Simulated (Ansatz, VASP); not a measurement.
# Bi: VASP beside Ansatz

Contents of INCAR:

```
PREC     = Accurate       # precision mode
ENCUT    = 520            # plane-wave cutoff, eV
EDIFF    = 1E-6           # SCF threshold, eV
ISMEAR   = 1              # smearing method
SIGMA    = 1.0            # smearing width, eV
LREAL    = False          # projectors in reciprocal space
LASPH    = True           # aspherical terms in the spheres
NELM     = 100            # most SCF steps
ALGO     = Normal         # electronic algorithm
ISIF     = 2              # what is computed and relaxed
LWAVE    = False          # write WAVECAR
LCHARG   = False          # write CHGCAR
GGA      = CA             # functional
NBANDS   = 22             # bands
```

Contents of KPOINTS:

```
regular mesh
0
Gamma
  9 9 9
```

POSCAR

```
Bi
1.0
    2.2451514826      1.2962388128      3.8388382945
   -2.2451514826      1.2962388128      3.8388382945
    0.0000000000     -2.5924776257      3.8388382945
Bi
2
Direct
    0.2371145469      0.2371145469      0.2371145469
    0.7628854531      0.7628854531      0.7628854531
```

Input for Ansatz:

```yaml
crystal:
  lattice:
    - [2.2451514826, 1.2962388128, 3.8388382945]
    - [-2.2451514826, 1.2962388128, 3.8388382945]
    - [0.0, -2.5924776257, 3.8388382945]
  atoms:
    - { symbol: Bi, position: [0.2371145469, 0.2371145469, 0.2371145469] }
    - { symbol: Bi, position: [0.7628854531, 0.7628854531, 0.7628854531] }
hamiltonian:
  xc: lda
  pseudopotentials:
    kind: paw
    azcp:
      Bi: "pseudopotentials/Bi.paw.azcp"
basis:
  ecutwfc: 420
  fft_grid_basis: typed
kpoints:
  mp_grid: { grid: [9, 9, 9], shift: [0, 0, 0] }
magnetization:
  spin_polarized: false
scf:
  occupations: { method: methfessel_paxton, width: 1.0 }
  lower_state_search: "off"
output:
  stress: true
```

Alike in both runs: task single point; functional LDA; k mesh 9 × 9 × 9; occupations methfessel-paxton of order 1, width 1 eV; no spin polarisation.

|  | VASP | Ansatz |
| --- | --- | --- |
| version | VASP 6.6.1 | Ansatz 0.2.0 |
| potentials or method | VASP PAW LDA potentials, release 64 (Bi_d), cutoff 520 eV | plane waves (420 eV) with PAW, scalar-relativistic |
| valence electrons in the cell | 30 | 30 |

|  | VASP | Ansatz | Ansatz less VASP |
| --- | --- | --- | --- |
| pressure (GPa) | -0.1 | -0.2 | -0.10 |

Ansatz warns that its potentials were made for another functional, while VASP's fit it. LDA's correlation is that of Perdew and Zunger in VASP and of Perdew and Wang (1992) in Ansatz.

Neither program's run includes spin-orbit coupling.
